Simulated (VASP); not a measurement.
# Sb (R-3m) in VASP: notebook

Sb is run at these levels: RPBE+D4, PBE exchange alone, LDA, PBEsol; tasks: relaxation of cell and atoms, single point.

Everything below comes from runs of VASP 6.6.1. Logs are shortened: lines on timing, memory, paths and dates and some standing lists are left out, and cuts for length are marked.

### 1 The cell of the first run

The structure is trigonal, space group R-3m (No. 166). The conventional cell has a = 4.308 Å, b = 4.308 Å, c = 11.274 Å, α = 90.00°, β = 90.00°, γ = 120.00°. Sb (site symmetry 3m) has 6 Sb at 2.91 to 3.35 Å within 3.8 Å.

### 2 Relaxation of cell and atoms, RPBE+D4

File INCAR:

```
SYSTEM = Sb
  ALGO = Normal
  EDIFF = 1E-7
  EDIFFG = -0.01
  ENCUT = 600
  GGA = RP
  IBRION = 2
  ISIF = 3
  ISMEAR = -1
  IVDW = 13
  LASPH = .True.
  LCHARG = .False.
  LREAL = .False.
  LWAVE = .False.
  NELM = 60
  NSW = 60
  PREC = Accurate
  SIGMA = 0.05
```

File KPOINTS:

```
k-points
0
Gamma
  8 8 8
  0 0 0
```

File POSCAR:

```
Sb
1.0
    2.1542000000      1.2437279499      3.7580000000
   -2.1542000000      1.2437279499      3.7580000000
    0.0000000000     -2.4874558998      3.7580000000
Sb
2
Direct
    0.7665100000      0.7665100000      0.7665100000
    0.2334900000      0.2334900000      0.2334900000
```

Potentials or basis: VASP PAW PBE potentials, release 64 (Sb).

The run is started by

```console
cat potpaw_PBE.64/Sb/POTCAR > POTCAR
mpirun -np 1 vasp_std > vasp.out
```

OUTCAR:

```text
SYSTEM = Sb
   EDIFF = 1E-7
   EDIFFG = -0.01
   ENCUT = 600
   GGA = RP
   IBRION = 2
   ISIF = 3
   ISMEAR = -1
   IVDW = 13
   LASPH = .True.
   LREAL = .False.
   NELM = 60
   NSW = 60
   PREC = Accurate

 ion  position               nearest neighbor table
   1  0.767  0.767  0.767-   2 2.91   2 2.91   2 2.91   2 3.35   2 3.35   2 3.35
   2  0.233  0.233  0.233-   1 2.91   1 2.91   1 2.91   1 3.35   1 3.35   1 3.35

  LATTYP: Found a trigonal (rhomboedric) cell.
 ALAT       =     4.5066618304
 COS(alpha) =     0.5430253624

  Lattice vectors:

 A1 = (   2.1542000000,   1.2437279499,   3.7580000000)
 A2 = (  -2.1542000000,   1.2437279499,   3.7580000000)
 A3 = (   0.0000000000,  -2.4874558998,   3.7580000000)

Analysis of symmetry for initial positions (statically):
=====================================================================
 Subroutine PRICEL returns:
 Original cell was already a primitive cell.

 Routine SETGRP: Setting up the symmetry group for a
 trigonal (rhombohedral) supercell.

 Subroutine GETGRP returns: Found 12 space group operations
 (whereof 12 operations were pure point group operations)
 out of a pool of 12 trial point group operations.

The static configuration has the point symmetry D_3d.

Analysis of symmetry for dynamics (positions and initial velocities):
=====================================================================
 Subroutine PRICEL returns:
 Original cell was already a primitive cell.

 Routine SETGRP: Setting up the symmetry group for a
 trigonal (rhombohedral) supercell.

 Subroutine GETGRP returns: Found 12 space group operations
 (whereof 12 operations were pure point group operations)
 out of a pool of 12 trial point group operations.

The dynamic configuration has the point symmetry D_3d.

 Subroutine INISYM returns: Found 12 space group operations
 (whereof 12 operations are pure point group operations),
 and found     1 'primitive' translations

----------------------------------------------------------------------------------------

                                     Primitive cell

  volume of cell :      60.4115

  direct lattice vectors                    reciprocal lattice vectors
     2.154200000  1.243727950  3.758000000     0.232104726  0.134005726  0.088699663
    -2.154200000  1.243727950  3.758000000    -0.232104726  0.134005726  0.088699663
     0.000000000 -2.487455900  3.758000000     0.000000000 -0.268011452  0.088699663

  length of vectors
     4.506661830  4.506661830  4.506661830     0.282307932  0.282307932  0.282307932

  position of ions in fractional coordinates (direct lattice)
     0.766510000  0.766510000  0.766510000
     0.233490000  0.233490000  0.233490000

  ion indices of the primitive-cell ions
   primitive index   ion index
                 1           1
                 2           2

----------------------------------------------------------------------------------------

 KPOINTS: k-points

Automatic generation of k-mesh.
 Grid dimensions read from file:
 generate k-points for:    8    8    8

 Generating k-lattice:

  Cartesian coordinates                     Fractional coordinates (reciprocal lattice)
     0.029013091  0.016750716  0.011087458     0.125000000  0.000000000  0.000000000
    -0.029013091  0.016750716  0.011087458     0.000000000  0.125000000  0.000000000
     0.000000000 -0.033501431  0.011087458     0.000000000  0.000000000  0.125000000

  Length of vectors
     0.035288491  0.035288491  0.035288491

  Shift w.r.t. Gamma in fractional coordinates (k-lattice)
     0.000000000  0.000000000  0.000000000

 Subroutine IBZKPT returns following result:
 ===========================================

 Found     65 irreducible k-points:

 Following reciprocal coordinates:
            Coordinates               Weight
  0.000000  0.000000  0.000000      1.000000
  0.125000 -0.000000  0.000000      6.000000
  0.250000 -0.000000  0.000000      6.000000
  0.375000 -0.000000 -0.000000      6.000000
  0.500000 -0.000000  0.000000      3.000000
  0.125000  0.125000  0.000000      6.000000
[... 16 lines left out ...]
  0.250000  0.125000  0.125000      6.000000
  0.375000  0.125000  0.125000      6.000000
 [... further k-points ...]
   k-points           NKPTS =     65   k-points in BZ     NKDIM =     65   number of bands    NBANDS=      9
   number of dos      NEDOS =    301   number of ions     NIONS =      2
   total plane-waves  NPLWV =  46656
   dimension x,y,z NGX =    36 NGY =   36 NGZ =   36
   dimension x,y,z NGXF=    72 NGYF=   72 NGZF=   72
   ions per type =               2
   NGX,Y,Z   is equivalent  to a cutoff of  13.28, 13.28, 13.28 a.u.
   NGXF,Y,Z  is equivalent  to a cutoff of  26.56, 26.56, 26.56 a.u.
 SYSTEM =  Sb
   PREC   = accura    normal or accurate (medium, high low for compatibility)
   ISTART =      0    job   : 0-new  1-cont  2-samecut
   ICHARG =      2    charge: 1-file 2-atom 10-const
   ISPIN  =      1    spin polarized calculation?
   LNONCOLLINEAR =      F non collinear calculations
   LSORBIT =      F    spin-orbit coupling
   LASPH  =      T    aspherical Exc in radial PAW
   ENCUT  =  600.0 eV  44.10 Ry    6.64 a.u.   9.00  9.00  9.00*2*pi/ulx,y,z
   NELM   =     60;   NELMIN=  2; NELMDL= -5     # of ELM steps
   EDIFF  = 0.1E-06   stopping-criterion for ELM
   LREAL  =      F    real-space projection
   EDIFFG = -.1E-01   stopping-criterion for IOM
   NSW    =     60    number of steps for IOM
   IBRION =      2    ionic relax: 0-MD 1-quasi-New 2-CG
   NFREE  =      1    steps in history (QN), initial steepest desc. (CG)
   ISIF   =      3    stress and relaxation
   ISYM   =      2    0-nonsym 1-usesym 2-fastsym
   POTIM  = 0.5000    time-step for ionic-motion
   TEBEG  =    0.0;   TEEND  =   0.0 temperature during run
   PSTRESS=    0.0 pullay stress
   NELECT =      10.0000    total number of electrons
   NUPDOWN=      -1.0000    fix difference up-down
   EMIN   =  10.00;   EMAX   =-10.00  energy-range for DOS
   EFERMI =   0.00;   METHOD = LEGACY
   ISMEAR =    -1;   SIGMA  =   0.05  broadening in eV -4-tet -1-fermi 0-gaus
   EFERMI_NEDOS =   21; number of points for ismear=-14 and -15
   IALGO  =     38    algorithm
   IMIX   =      4    mixing-type and parameters
     AMIX     =   0.40;   BMIX     =  1.00
     AMIX_MAG =   1.60;   BMIX_MAG =  1.00
  volume/ion in A,a.u.               =      30.21       203.84
  Fermi-wavevector in a.u.,A,eV,Ry     =   0.898880  1.698637 10.993305  0.807985
  Thomas-Fermi vector in A             =   2.021644
   LORBIT       =      0    0 simple, 1 ext, 2 COOP (PROOUT), +10 PAW based schemes
   GGA     = RP    functional components
   LHFCALC =     F    Hartree Fock is set to
   AEXX    =    0.0000 exact exchange contribution
   IVDW    =    13    specifies the selected vdW correction
   LEPSILON=     F    determine dielectric tensor
   LRPA    =     F    only Hartree local field effects (RPA)
 conjugate gradient relaxation of ions
 non-spin polarized calculation
  energy-cutoff  :      600.00
  volume of cell :       60.41
 maximum number of plane-waves:      2032
   NGX = 17   NGY = 17   NGZ = 17

--------------------------------------- Ionic step        1  -------------------------------------------

 number of electron      10.0000000 magnetization

 Free energy of the ion-electron system (eV)
  ---------------------------------------------------
  ext. energy  EPLUGINS =         0.00000000
  ---------------------------------------------------
  free energy    TOTEN  =        -7.50625928 eV

  energy without entropy =       -7.50329540  energy(sigma->0) =       -7.50477734

------------------------ aborting loop because EDIFF is reached ----------------------------------------

  DFT-D4 for vdW energy calculation

  Edisp (eV):   -1.87055

  FORCE on cell =-STRESS in cart. coord.  units (eV):
  Direction    XX          YY          ZZ          XY          YZ          ZX
  --------------------------------------------------------------------------------------
  -------------------------------------------------------------------------------------
  Total      -0.39654    -0.39654    -0.62714     0.00000     0.00000    -0.00000
  in kB     -10.51678   -10.51678   -16.63236     0.00000     0.00000    -0.00000
  external pressure =      -12.56 kB  Pullay stress =        0.00 kB
[... 97 lines left out ...]
  FREE ENERGIE OF THE ION-ELECTRON SYSTEM (eV)
  ---------------------------------------------------
  free  energy   TOTEN  =        -9.3915965416 eV

  energy  without entropy=       -9.3884086656  energy(sigma->0) =       -9.39000260

[... ionic steps 4 to 10 ...]

--------------------------------------- Ionic step       11  -------------------------------------------

 number of electron      10.0000000 magnetization

------------------------ aborting loop because EDIFF is reached ----------------------------------------

  DFT-D4 for vdW energy calculation

  Edisp (eV):   -1.97101
[... 69 lines left out ...]
  energy  without entropy=       -9.4024421473  energy(sigma->0) =       -9.40433352

--------------------------------------- Ionic step       13  -------------------------------------------

 number of electron      10.0000000 magnetization

 Free energy of the ion-electron system (eV)
  ---------------------------------------------------
  ext. energy  EPLUGINS =         0.00000000
  ---------------------------------------------------
  free energy    TOTEN  =        -7.43500516 eV

  energy without entropy =       -7.43114385  energy(sigma->0) =       -7.43307451

 E-fermi :   7.9668     XC(G=0):  -9.6918

 val. band max:        7.8736811608   @ k =   0.5000  -0.0000   0.0000
 cond. band min:       7.9979567573   @ k =  -0.3750   0.5000   0.3750
 fundamental gap:      0.1242755965
 Fermi energy:         7.9668340689

 k-point     1 :       0.0000    0.0000    0.0000
  band No.  band energies     occupation
      1      -5.0132      2.00000
      2       3.4978      2.00000
      3       5.9278      2.00000
      4       6.0499      2.00000
      5       6.0499      2.00000
      6      10.5234      0.00000
      7      10.9132      0.00000
      8      10.9132      0.00000
      9      12.7503      0.00000
[... 265 lines left out ...]
 k-point    24 :       0.3750    0.1250    0.1250
  band No.  band energies     occupation
      1      -3.9327      2.00000
      2       0.3552      2.00000
      3       4.5751      2.00000
      4       6.6479      2.00000
      5       8.0310      0.43408
      6       8.2247      0.01144
      7       8.2734      0.00434
      8      11.2410      0.00000
      9      12.9092      0.00000

 [... further k-points ...]

------------------------ aborting loop because EDIFF is reached ----------------------------------------

  DFT-D4 for vdW energy calculation

  Edisp (eV):   -1.97124

  FORCE on cell =-STRESS in cart. coord.  units (eV):
  Direction    XX          YY          ZZ          XY          YZ          ZX
  --------------------------------------------------------------------------------------
  -------------------------------------------------------------------------------------
  Total       0.00117     0.00117    -0.01428    -0.00000    -0.00000     0.00000
  in kB       0.03255     0.03255    -0.39735    -0.00000    -0.00000     0.00000
  external pressure =       -0.11 kB  Pullay stress =        0.00 kB
[... 17 lines left out ...]
  FREE ENERGIE OF THE ION-ELECTRON SYSTEM (eV)
  ---------------------------------------------------
  free  energy   TOTEN  =        -9.4062443627 eV

  energy  without entropy=       -9.4023830472  energy(sigma->0) =       -9.40431370

 reached required accuracy - stopping structural energy minimisation
```

Wall time 99 s (1 thread of Intel Xeon 6975P-C (Granite Rapids), shared host); peak memory 0.22 GiB.

What came out:

- Free energy: -9.4062 eV
- Relaxed volume: 28.79 Å³/atom
- Relaxed cell: a = 4.379 Å, b = 4.379 Å, c = 4.379 Å, α = 58.68°, β = 58.68°, γ = 58.68°
- Space group after relaxing (to 0.05 Å): R-3m (No. 166)
- Energy gained by relaxing: 14.7 meV/atom
- Ionic steps: 13
- Pressure after relaxing: 0.0 GPa
- Largest force after relaxing: 0.008 eV/Å
- Band gap on the k mesh: zero (band 5 reaches 8.03 eV, above the bottom of band 6 at 7.72 eV)
- Dispersion energy per atom: -0.986 eV

Forces on the atoms (eV/Å):
```
Sb   0.000  0.000 -0.008
Sb   0.000  0.000  0.008
```

The path:
| step | energy change (eV) | largest force (eV/Å) | pressure (GPa) | volume (Å³) |
| --- | --- | --- | --- | --- |
| 1 | 0.0000 | 0.2610 | -1.26 | 60.41 |
| 2 | -0.0143 | 0.3194 | 0.38 | 58.36 |
| 3 | -0.0148 | 0.3315 | 0.78 | 57.93 |
| 4 | -0.0250 | 0.1553 | 0.47 | 57.65 |
| 5 | -0.0288 | 0.0157 | 0.23 | 57.39 |
| 6 | -0.0289 | 0.0097 | 0.19 | 57.33 |
| 7 | -0.0289 | 0.0148 | 0.18 | 57.32 |
| 8 | -0.0292 | 0.0203 | -0.09 | 57.59 |
| 9 | -0.0292 | 0.0209 | -0.13 | 57.63 |
| 10 | -0.0294 | 0.0014 | -0.05 | 57.59 |
| 11 | -0.0294 | 0.0050 | -0.02 | 57.58 |
| 12 | -0.0294 | 0.0182 | 0.03 | 57.55 |
| 13 | -0.0294 | 0.0083 | -0.01 | 57.57 |

Final structure:
```
CELL_PARAMETERS angstrom
2.14550 1.23871 3.61034
-2.14550 1.23871 3.61034
0.00000 -2.47742 3.61034
ATOMIC_POSITIONS crystal
Sb 0.76166 0.76166 0.76166
Sb 0.23834 0.23834 0.23834
```

Levels at points of the mesh, in eV from the Fermi level:
| k point | band 1 | band 2 | band 3 | band 4 | band 5 | band 6 | band 7 | band 8 | band 9 |
| --- | --- | --- | --- | --- | --- | --- | --- | --- | --- |
| (0.00, 0.00, 0.00) | -12.98 | -4.47 | -2.04 | -1.92 | -1.92 | 2.56 | 2.95 | 2.95 | 4.78 |
| (0.50, 0.00, 0.00) | -10.43 | -9.91 | -1.69 | -1.51 | -0.43 | -0.09 | 0.05 | 0.24 | 8.12 |
| (0.50, 0.50, 0.00) | -10.43 | -7.83 | -5.86 | -3.96 | -3.91 | 1.59 | 5.27 | 5.55 | 7.49 |
| (0.50, 0.50, 0.50) | -10.99 | -9.44 | -1.27 | -1.27 | -0.33 | -0.25 | -0.25 | 0.84 | 7.64 |

Caveat: the PAW data sets were made with another functional, which shifts forces and pressure a little; spin-orbit coupling is left out, which moves the levels of the heavy elements; pairwise dispersion overbinds metals, which lowers pressure and volume.

[end of part 1 of 3]
